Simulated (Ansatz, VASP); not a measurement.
**Mo3H in VASP and in Ansatz**

Contents of INCAR:

```
SYSTEM = Mo3H
PREC     = Accurate       ! precision mode
ENCUT    = 600            ! plane-wave cutoff, eV
EDIFF    = 1E-6           ! SCF threshold, eV
ISMEAR   = 0              ! smearing method
SIGMA    = 0.2            ! smearing width, eV
LREAL    = .False.        ! projectors in reciprocal space
LASPH    = .True.         ! aspherical terms in the spheres
NELM     = 100            ! most SCF steps
ALGO     = Normal         ! electronic algorithm
ISIF     = 3              ! what is computed and relaxed
LWAVE    = .False.        ! write WAVECAR
LCHARG   = .False.        ! write CHGCAR
GGA      = PE             ! functional
IBRION   = 2              ! ionic algorithm
NSW      = 36             ! ionic steps
EDIFFG   = -0.08          ! ionic threshold
```

File KPOINTS:

```
Automatic mesh
0
Gamma
  5 5 5
  0 0 0
```

POSCAR

```
Mo3H
1.0
    4.4364498900      0.0000000000      0.0000000000
   -2.2182249500      3.8420783100      0.0000000000
    0.0000000000      0.0000000000      4.3106259500
H Mo
1 3
Direct
    0.0000000000      0.0000000000      0.0000000000
    0.3333333300      0.6666666700      0.5000000000
    0.6666666700      0.3333333300      0.5000000000
    0.0000000000      0.0000000000      0.5000000000
```

Input for Ansatz:

```yaml
crystal:
  lattice:
    - [4.43644989, 0.0, 0.0]
    - [-2.21822495, 3.84207831, 0.0]
    - [0.0, 0.0, 4.31062595]
  atoms:
    - { symbol: H, position: [0.0, 0.0, 0.0] }
    - { symbol: Mo, position: [0.33333333, 0.66666667, 0.5] }
    - { symbol: Mo, position: [0.66666667, 0.33333333, 0.5] }
    - { symbol: Mo, position: [0.0, 0.0, 0.5] }
basis:
  ecutwfc: 420
kpoints:
  mp_grid: { grid: [5, 5, 5] }
hamiltonian:
  xc: pbe
scf:
  occupations: { method: gaussian, width: 0.2 }
  lower_state_search: "off"
output:
  forces: true
  stress: true
  eigenvalues: true
relax:
  adjacent_minimum: "off"
  f_tol: 0.08
  max_steps: 16
  cell: { stress_tol: 0.8 }
```

Alike in both runs: task relaxation of cell and atoms; functional PBE; k mesh 5 × 5 × 5; occupations gaussian, width 0.2 eV; no spin polarisation.

```csv
,VASP,Ansatz
version,VASP 6.6.1,Ansatz 0.2.0
potentials or method,"VASP PAW PBE potentials, release 64 (H, Mo_sv), cutoff 600 eV","scalar-relativistic, plane waves, PAW"
valence electrons in the cell,43,43
```

|  | VASP | Ansatz | Ansatz less VASP |
| --- | --- | --- | --- |
| gap on the k mesh at the Fermi level, each at its own relaxed structure (eV) | none | none | - |
| relaxed volume (Å³/atom) | 15.21 | 15.21 | +0.005 |
| relaxed length of the cell vector where the two differ most in proportion (Å) | 3.296 | 3.299 | +0.0025 |

A gap of «none» marks a metal or a gap that the smearing closes.

Noted on VASP's run: the volume moved by over 15 % at a fixed basis, so the end points are rough; too few bands were computed for a metal, which touches its energy and stress.
